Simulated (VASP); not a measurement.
Here is a VASP 6.6.1 calculation.

File INCAR:

```
PREC = Accurate ; ENCUT = 520
EDIFF = 1E-7 ; ISMEAR = 0
SIGMA = 0.1 ; LREAL = False
LASPH = True ; NELM = 60
ALGO = Normal ; ISIF = 2
LWAVE = False ; LCHARG = False
LDIPOL = True ; IDIPOL = 3
DIPOL = 0.5 0.5 0.330 ; GGA = PE
NBANDS = 36
```

Contents of KPOINTS:

```
Automatic mesh
0
Gamma
  9 9 1
```

The input POSCAR:

```
Ti3CN3
1.0
    3.0028555063      0.0000000000      0.0000000000
    0.0000000000      3.0028555063      0.0000000000
    0.0000000000      0.0000000000     19.7584944394
Ti N C
3 3 1
Direct
    0.5000000000      0.5000000000      0.2024445745
    0.0000000000      0.0000000000      0.3072496205
    0.5000000000      0.5000000000      0.4076776406
    0.0000000000      0.0000000000      0.2024445745
    0.5000000000      0.5000000000      0.3055678855
    0.0000000000      0.0000000000      0.4179718482
    0.0000000000      0.3750000000      0.4692269879
```

Potentials or basis: VASP PAW PBE potentials, release 64 (Ti_sv, N, C).

Launch:

```sh
$ cat potpaw_PBE.64/Ti_sv/POTCAR potpaw_PBE.64/N/POTCAR potpaw_PBE.64/C/POTCAR > POTCAR
$ mpirun -np 1 vasp_std > vasp.out
```

What does it give for the largest force?

3.100 eV/Å.

Forces in eV/Å, atoms in the order of the input:
```
Ti   0.000 -0.055  1.464
Ti   0.000 -0.046 -0.558
Ti   0.000  0.290  1.393
N    0.000  0.003 -1.412
N    0.000  0.164 -1.168
N    0.000  2.745  0.235
C    0.000 -3.100  0.046
```
